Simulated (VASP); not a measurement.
# C (P6_3/mmc) in VASP: notebook, part 2 of 2

VASP 6.6.1. Earlier steps stand in the parts before.

## 3. Relaxation of cell and atoms, PBE, target pressure 5 GPa, at which the enthalpy is minimised

File INCAR:

```
SYSTEM = C
ALGO = Normal
EDIFF = 1E-7
EDIFFG = -0.02
ENCUT = 600
GGA = PE
IBRION = 2
ISIF = 3
ISMEAR = -1
LASPH = .True.
LCHARG = .False.
LREAL = .False.
LWAVE = .False.
NELM = 60
NSW = 80
PREC = Accurate
PSTRESS = 50.0
SIGMA = 0.1
```

File KPOINTS:

```
k-points
0
Gamma
  12 12 7
  0 0 0
```

File POSCAR:

```
C
1.0
    2.1200000000      0.0000000000      0.0000000000
   -1.0600000000      1.8359738560      0.0000000000
    0.0000000000      0.0000000000      3.4619600000
C
2
Direct
    0.3333333333      0.6666666667      0.2500000000
    0.6666666667      0.3333333333      0.7500000000
```

Potentials or basis: VASP PAW PBE potentials, release 64 (C).

The run is started by

```
cat potpaw_PBE.64/C/POTCAR > POTCAR
mpirun -np 1 vasp_std > vasp.out
```

OUTCAR:

```text
SYSTEM = C
   EDIFF = 1E-7
   EDIFFG = -0.02
   ENCUT = 600
   GGA = PE
   IBRION = 2
   ISIF = 3
   ISMEAR = -1
   LASPH = .True.
   LREAL = .False.
   NELM = 60
   NSW = 80
   PREC = Accurate
   PSTRESS = 50.0

 ion  position               nearest neighbor table
   1  0.333  0.667  0.250-
   2  0.667  0.333  0.750-

  LATTYP: Found a hexagonal cell.
 ALAT       =     2.1200000000
 C/A-ratio  =     1.6330000000

  Lattice vectors:

 A1 = (   2.1200000000,   0.0000000000,   0.0000000000)
 A2 = (  -1.0600000000,   1.8359738560,   0.0000000000)
 A3 = (   0.0000000000,   0.0000000000,   3.4619600000)

Analysis of symmetry for initial positions (statically):
=====================================================================
 Subroutine PRICEL returns:
 Original cell was already a primitive cell.

 Routine SETGRP: Setting up the symmetry group for a
 hexagonal supercell.

 Subroutine GETGRP returns: Found 24 space group operations
 (whereof 12 operations were pure point group operations)
 out of a pool of 24 trial point group operations.

[... 174 lines left out ...]
  in kB       86.7917643     86.7917643    -54.3968374      0.0000000     -0.0000000      0.0000000
  external PRESSURE =     -10.2711029 kB  Pullay stress =      50.0000000 kB
[... 97 lines left out ...]
  energy  without entropy=       -9.4746790429  energy(sigma->0) =       -9.48314867

  enthalpy is  TOTEN    =        -9.0753732989 eV   P V=        0.4162450036

[... ionic steps 4 to 20 ...]

--------------------------------------- Ionic step       21  -------------------------------------------

 number of electron       7.9999999 magnetization

------------------------ aborting loop because EDIFF is reached ----------------------------------------
[... 71 lines left out ...]
--------------------------------------- Ionic step       23  -------------------------------------------

 number of electron       7.9999999 magnetization

 Free energy of the ion-electron system (eV)
  ---------------------------------------------------
  ext. energy  EPLUGINS =         0.00000000
  ---------------------------------------------------
  free energy    TOTEN  =       -11.90209916 eV

  energy without entropy =      -11.88344030  energy(sigma->0) =      -11.89276973

 E-fermi :   9.6375     XC(G=0): -13.5049

 val. band max:        9.5946000488   @ k =   0.0000   0.0000   0.1429
 cond. band min:       9.6542781310   @ k =   0.1667   0.0000   0.2857
 fundamental gap:      0.0596780823
 Fermi energy:         9.6374677979

 k-point     1 :       0.0000    0.0000    0.0000
  band No.  band energies     occupation
      1     -11.4077      2.00000
      2       7.4643      2.00000
      3       9.1629      1.98277
      4       9.1629      1.98277
      5      15.1190      0.00000
      6      16.0222      0.00000
      7      16.0222      0.00000
      8      22.4818      0.00000
[... 243 lines left out ...]
 k-point    24 :       0.3333   -0.0000    0.1429
  band No.  band energies     occupation
      1      -7.9729      2.00000
      2       0.7894      2.00000
      3       6.6127      2.00000
      4       7.4389      2.00000
      5      14.2774      0.00000
      6      15.8665      0.00000
      7      19.2074      0.00000
      8      19.8830      0.00000

 [... further k-points ...]
[... 5 lines left out ...]
  --------------------------------------------------------------------------------------
  -------------------------------------------------------------------------------------
  Total        0.3867996      0.3867996      0.3930965      0.0000000      0.0000000      0.0000000
  in kB       52.1392109     52.1392109     52.9880103      0.0000000      0.0000000      0.0000000
  external PRESSURE =       2.4221440 kB  Pullay stress =      50.0000000 kB
[... 21 lines left out ...]
  energy  without entropy=      -11.8834403043  energy(sigma->0) =      -11.89276973

  enthalpy is  TOTEN    =       -11.5311694535 eV   P V=        0.3709297110

 reached required accuracy - stopping structural energy minimisation
```

CONTCAR:

```text
C
   1.00000000000000
     2.4555060777835305    0.0000000000000000   -0.0000000000000002
    -1.2277530388917652    2.1265306424366996    0.0000000000000001
     0.0000000000000001   -0.0000000000000000    2.2762478084927693
  C
     2
Direct
     0.3333333332999970    0.6666666667000030    0.2500000000000000
     0.6666666667000030    0.3333333332999970    0.7500000000000000

  0.00000000E+00  0.00000000E+00  0.00000000E+00
  0.00000000E+00  0.00000000E+00  0.00000000E+00
```

Wall time 41 s (1 thread of Intel Xeon 6975P-C (Granite Rapids), shared host); peak memory 0.12 GiB.

Results:

* Free energy: -11.9021 eV
* Relaxed volume: 5.94 Å³/atom
* Relaxed cell: a = 2.456 Å, b = 2.456 Å, c = 2.276 Å, α = 90.00°, β = 90.00°, γ = 120.00°
* Space group after relaxing (to 0.05 Å): P6_3/mmc (No. 194)
* Energy change on relaxing (the enthalpy is what falls): -1215.1 meV/atom
* Ionic steps: 23
* Pressure after relaxing: 5.2 GPa
* Band gap on the k mesh: zero (band 4 reaches 13.72 eV, above the bottom of band 5 at 4.86 eV)

Stress tensor (GPa, compression positive):
```
5.21 0.00 0.00
0.00 5.21 0.00
0.00 0.00 5.30
```

The path:
```
step  energy change (eV)  largest force (eV/Å)  pressure (GPa)  volume (Å³)
   1              0.0000                0.0000            3.97        13.47
   2             -0.0160                0.0000            4.95        13.39
   3             -0.0197                0.0000            5.95        13.34
   4             -0.0209                0.0000            8.36        13.23
   5             -0.0351                0.0000            4.50        13.56
   6             -0.0363                0.0000            4.07        13.60
   7             -0.0403                0.0000            3.70        13.64
   8             -0.0823                0.0000            0.03        13.78
   9             -0.3630                0.0000           -8.02        14.00
  10             -1.4857                0.0000          -30.23        14.26
  11             -1.8449                0.0000          -21.85        13.93
  12             -2.1776                0.0000          -32.70        14.25
  13             -2.1664                0.0000          -33.09        14.26
  14             -2.1901                0.0000          -32.06        14.15
  15             -2.2554                0.0000          -28.67        13.82
  16             -2.3586                0.0000          -20.38        13.19
  17             -2.4306                0.0000            3.75        11.97
  18             -2.4293                0.0000            4.85        11.93
  19             -2.4295                0.0000            4.98        11.92
  20             -2.4297                0.0000            5.36        11.90
  21             -2.4291                0.0000            6.02        11.86
  22             -2.4292                0.0000            5.96        11.86
  23             -2.4302                0.0000            5.24        11.89
```

Final structure:
```yaml
crystal:
  lattice:
    - [2.45551, 0.00000, 0.00000]
    - [-1.22775, 2.12653, 0.00000]
    - [0.00000, 0.00000, 2.27625]
  atoms:
    - { symbol: C, position: [0.33333, 0.66667, 0.25000] }
    - { symbol: C, position: [0.66667, 0.33333, 0.75000] }
```

Levels at points of the mesh, in eV from the Fermi level:
```
           k point  band 1  band 2  band 3  band 4  band 5  band 6  band 7  band 8
(0.00, 0.00, 0.00)  -21.05   -2.17   -0.47   -0.47    5.48    6.38    6.38   12.84
(0.50, 0.00, 0.00)  -15.25  -13.36   -4.17    2.02    4.13    6.10    9.41   11.36
```

Caveat: the cell is relaxed towards a set pressure, so the enthalpy falls and the energy may rise.

## 4. Relaxation of cell and atoms, PBE, target pressure 10 GPa, at which the enthalpy is minimised

File INCAR:

```
ALGO = Normal
EDIFF = 1E-6
EDIFFG = -0.02
ENCUT = 600
GGA = PE
IBRION = 2
ISIF = 3
ISMEAR = -1
LASPH = T
LCHARG = F
LREAL = F
LWAVE = F
NELM = 60
NSW = 80
PREC = Accurate
PSTRESS = 100.0
SIGMA = 0.1
```

File KPOINTS:

```
k-points
0
Gamma
  12 12 7
```

POSCAR is that of step 3.

The run is started by

```
cat potpaw_PBE.64/C/POTCAR > POTCAR
mpirun -np 1 vasp_std > vasp.out
```

Run time: 17 s. Hardware: 1 thread of Intel Xeon 6975P-C (Granite Rapids), shared host; peak memory 0.12 GiB.

It converged, with:

```
Free energy                                            : -9.4867 eV
Relaxed volume                                         : 6.56 Å³/atom
Relaxed cell                                           : a = 2.159 Å, b = 2.159 Å, c = 3.252 Å, α = 90.00°, β = 90.00°, γ = 120.00°
Space group after relaxing (to 0.05 Å)                 : P6_3/mmc (No. 194)
Energy change on relaxing (the enthalpy is what falls) : -7.4 meV/atom
Ionic steps                                            : 11
Pressure after relaxing                                : 10.1 GPa
Band gap on the k mesh                                 : zero (band 4 reaches 15.21 eV, above the bottom of band 5 at 3.99 eV)
```

Stress tensor (GPa, compression positive):
```
10.35  0.00  0.00
 0.00 10.35  0.00
 0.00  0.00  9.62
```

The path:
| step | energy change (eV) | largest force (eV/Å) | pressure (GPa) | volume (Å³) |
| --- | --- | --- | --- | --- |
| 1 | 0.0000 | 0.0000 | 3.97 | 13.47 |
| 2 | 0.0035 | 0.0000 | 10.74 | 12.98 |
| 3 | 0.0075 | 0.0000 | 12.13 | 12.90 |
| 4 | 0.0089 | 0.0000 | 12.52 | 12.88 |
| 5 | -0.0042 | 0.0000 | 10.78 | 13.01 |
| 6 | -0.0303 | 0.0000 | 6.48 | 13.41 |
| 7 | -0.0259 | 0.0000 | 7.39 | 13.33 |
| 8 | -0.0168 | 0.0000 | 8.91 | 13.17 |
| 9 | -0.0202 | 0.0000 | 8.31 | 13.23 |
| 10 | -0.0190 | 0.0000 | 8.57 | 13.21 |
| 11 | -0.0148 | 0.0000 | 10.11 | 13.12 |

Final structure:
```
CELL_PARAMETERS angstrom
2.15852 0.00000 0.00000
-1.07926 1.86933 0.00000
0.00000 0.00000 3.25203
ATOMIC_POSITIONS crystal
C 0.33333 0.66667 0.25000
C 0.66667 0.33333 0.75000
```

Levels at points of the mesh, in eV from the Fermi level:
```csv
k point,band 1,band 2,band 3,band 4,band 5,band 6,band 7,band 8
"(0.00, 0.00, 0.00)",-20.17,-9.15,-7.97,5.71,5.71,8.22,8.22,10.04
"(0.50, 0.00, 0.00)",-11.77,-10.88,-2.30,-1.30,-0.78,1.37,2.02,7.06
```

Caveat: the cell is relaxed towards a set pressure, so the enthalpy falls and the energy may rise.

## 5. Relaxation of cell and atoms, PBE, target pressure 20 GPa, at which the enthalpy is minimised

File INCAR:

```
PREC = Accurate ; ENCUT = 600
EDIFF = 1E-6 ; ISMEAR = -1
SIGMA = 0.1 ; LREAL = F
LASPH = T ; NELM = 100
ALGO = Normal ; ISIF = 3
LWAVE = F ; LCHARG = F
GGA = PE ; IBRION = 2
NSW = 80 ; EDIFFG = -0.02
PSTRESS = 200.0
```

File KPOINTS:

```
regular mesh
0
Gamma
  12 12 7
```

POSCAR is that of step 4.

Potentials or basis: VASP PAW PBE potentials, release 64 (C).

The run is started by

```
cat potpaw_PBE.64/C/POTCAR > POTCAR
mpirun -np 1 vasp_std > vasp.out
```

OUTCAR:

```text
PREC = Accurate
   ENCUT = 600
   EDIFF = 1E-6
   ISMEAR = -1
   LREAL = F
   LASPH = T
   NELM = 100
   ISIF = 3
   GGA = PE
   IBRION = 2
   NSW = 80
   EDIFFG = -0.02
   PSTRESS = 200.0

 ion  position               nearest neighbor table
   1  0.333  0.667  0.250-
   2  0.667  0.333  0.750-

  LATTYP: Found a hexagonal cell.
 ALAT       =     2.1200000000
 C/A-ratio  =     1.6330000000

  Lattice vectors:

 A1 = (   2.1200000000,   0.0000000000,   0.0000000000)
 A2 = (  -1.0600000000,   1.8359738560,   0.0000000000)
 A3 = (   0.0000000000,   0.0000000000,   3.4619600000)

Analysis of symmetry for initial positions (statically):
=====================================================================
 Subroutine PRICEL returns:
 Original cell was already a primitive cell.

 Routine SETGRP: Setting up the symmetry group for a
 hexagonal supercell.

 Subroutine GETGRP returns: Found 24 space group operations
 (whereof 12 operations were pure point group operations)
 out of a pool of 24 trial point group operations.

The static configuration has the point symmetry D_3d.
 The point group associated with its full space group is D_6h.

Analysis of symmetry for dynamics (positions and initial velocities):
[... 170 lines left out ...]
  in kB       86.7885818     86.7885818    -54.4026044      0.0000000     -0.0000000      0.0000000
  external PRESSURE =    -160.2751469 kB  Pullay stress =     200.0000000 kB
[... 25 lines left out ...]
--------------------------------------- Ionic step        2  -------------------------------------------

 number of electron       8.0000000 magnetization

 E-fermi :  10.0430     XC(G=0): -13.5813

 val. band max:       10.0338986721   @ k =   0.3333   0.1667   0.4286
 cond. band min:      10.1785989786   @ k =   0.2500   0.0000   0.2857
 fundamental gap:      0.1447003064
 Fermi energy:        10.0430469227

 k-point     1 :       0.0000    0.0000    0.0000
  band No.  band energies     occupation
      1     -11.1018      2.00000
      2      -0.1535      2.00000
      3       0.8155      2.00000
      4      17.0431      0.00000
      5      17.0431      0.00000
      6      19.3530      0.00000
      7      19.3530      0.00000
      8      20.2337      0.00000
[... 324 lines left out ...]
  energy  without entropy=       -9.3893280730  energy(sigma->0) =       -9.39684488

  enthalpy is  TOTEN    =        -7.8626844014 eV   P V=        1.5416772836

[... ionic steps 4 to 10 ...]

--------------------------------------- Ionic step       11  -------------------------------------------

 number of electron       8.0000000 magnetization

------------------------ aborting loop because EDIFF is reached ----------------------------------------
[... 71 lines left out ...]
--------------------------------------- Ionic step       13  -------------------------------------------

 number of electron       8.0000000 magnetization

 Free energy of the ion-electron system (eV)
  ---------------------------------------------------
  ext. energy  EPLUGINS =         0.00000000
  ---------------------------------------------------
  free energy    TOTEN  =        -9.42666409 eV

  energy without entropy =       -9.41091868  energy(sigma->0) =       -9.41879138

 E-fermi :   9.7908     XC(G=0): -13.4678

 val. band max:        9.7531798011   @ k =   0.4167   0.1667   0.0000
 cond. band min:       9.8757678405   @ k =   0.1667   0.1667   0.0000
 fundamental gap:      0.1225880395
 Fermi energy:         9.7907608880

 k-point     1 :       0.0000    0.0000    0.0000
  band No.  band energies     occupation
      1     -11.1181      2.00000
      2      -0.0053      2.00000
      3       1.3695      2.00000
      4      15.9926      0.00000
      5      15.9926      0.00000
      6      18.5215      0.00000
      7      18.5215      0.00000
      8      20.1675      0.00000
[... 286 lines left out ...]
  energy  without entropy=       -9.4109186762  energy(sigma->0) =       -9.41879138

  enthalpy is  TOTEN    =        -7.8695962448 eV   P V=        1.5570678415

 reached required accuracy - stopping structural energy minimisation
```

Wall time 20 s (1 thread of Intel Xeon 6975P-C (Granite Rapids), shared host); peak memory 0.12 GiB.

Results:

* Free energy: -9.4267 eV
* Relaxed volume: 6.24 Å³/atom
* Relaxed cell: a = 2.112 Å, b = 2.112 Å, c = 3.229 Å, α = 90.00°, β = 90.00°, γ = 120.00°
* Space group after relaxing (to 0.05 Å): P6_3/mmc (No. 194)
* Energy change on relaxing (the enthalpy is what falls): +22.6 meV/atom
* Ionic steps: 13
* Pressure after relaxing: 20.0 GPa
* Band gap on the k mesh: zero (band 4 reaches 16.46 eV, above the bottom of band 5 at 4.39 eV)

The path:
```
step  energy change (eV)  largest force (eV/Å)  pressure (GPa)  volume (Å³)
   1              0.0000                0.0000            3.97        13.47
   2              0.0882                0.0000           24.50        12.20
   3              0.0676                0.0000           21.54        12.35
   4              0.0648                0.0000           21.13        12.37
   5              0.0555                0.0000           20.49        12.42
   6              0.0467                0.0000           19.74        12.47
   7              0.0342                0.0000           18.65        12.57
   8              0.0377                0.0000           18.99        12.54
   9              0.0416                0.0000           19.38        12.50
  10              0.0396                0.0000           19.14        12.52
  11              0.0400                0.0000           19.19        12.52
  12              0.0489                0.0000           20.52        12.44
  13              0.0453                0.0000           19.97        12.47
```

Final structure:
```xyz
2
Lattice="2.1119 0.0000 0.0000 -1.0560 1.8290 0.0000 0.0000 0.0000 3.2292" Properties=species:S:1:pos:R:3 pbc="T T T"
C     0.0000    1.2193    0.8073
C     1.0560    0.6097    2.4219
```

Caveat: the cell is relaxed towards a set pressure, so the enthalpy falls and the energy may rise.

## 6. Summary

```csv
cell,gap on the mesh (eV),pressure (GPa)
relaxed,none,0.0
relaxed to 5 GPa,none,5.2
relaxed to 10 GPa,none,10.1
relaxed to 20 GPa,none,20.0
```

Alike in all rows: task relaxation of cell and atoms; level PBE; potentials or basis VASP PAW PBE potentials, release 64 (C); no spin polarisation; k mesh 12 × 12 × 7; cutoff (eV) 600; smearing fermi-dirac 0.1 eV.

Caveats: the cell is relaxed towards a set pressure, so the enthalpy falls and the energy may rise (some runs).

Absolute energies hang on the potentials; compare differences alone.
